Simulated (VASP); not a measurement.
Wanted: the native input for a VASP 6.6.1 run.

```
Task                   : single point
Functional             : PBE
Potentials or basis    : VASP PAW PBE potentials, release 64 (Mg, I)
Cutoff                 : 520 eV
k mesh                 : 6 × 6 × 4
Occupations            : gaussian, width 0.05 eV
Spin                   : no spin polarisation
Dipole correction      : no
Further INCAR settings : ALGO = Normal; EDIFF = 1e-06; NBANDS = 15
```

The structure of MgI2 lies in POSCAR:

```
MgI2
1.0
    4.2516112781      0.0000000000      0.0000000000
   -2.1258056391      3.6820033739      0.0000000000
    0.0000000000      0.0000000000      7.8941785324
Mg I
1 2
Direct
    0.0000000000      0.0000000000      0.0000000000
    0.3333333333      0.6666666667      0.8050686935
    0.6666666667      0.3333333333      0.1949313065
```

These files were run (other wordings do the same):

INCAR

```
SYSTEM = MgI2
  PREC = Accurate
  ENCUT = 520
  EDIFF = 1E-6
  ISMEAR = 0
  SIGMA = 0.05
  LREAL = .False.
  LASPH = .True.
  NELM = 100
  ALGO = Normal
  ISIF = 2
  LWAVE = .False.
  LCHARG = .False.
  GGA = PE
  NBANDS = 15
```

KPOINTS

```
regular mesh
0
Gamma
  6 6 4
  0 0 0
```

Potentials or basis: VASP PAW PBE potentials, release 64 (Mg, I).

Launch:

```sh
$ cat potpaw_PBE.64/Mg/POTCAR potpaw_PBE.64/I/POTCAR > POTCAR
$ mpirun -np 1 vasp_std > vasp.out
```

Results of the run:

| Quantity | Value |
| --- | --- |
| Pressure | 1.3 GPa |
| Largest force | 0.596 eV/Å |
| Band gap on the k mesh | 3.73 eV, indirect (least direct gap 3.93 eV) |

Caveat: spin-orbit coupling is left out, which moves the levels of the heavy elements; this functional lacks dispersion, which binds the layers, so the pressure and a relaxed spacing across them are unreliable.

Wall time 19 s on 1 thread of AMD EPYC 9R45 96-Core Processor (Zen 5), with other jobs on the host, peak memory 0.22 GiB.
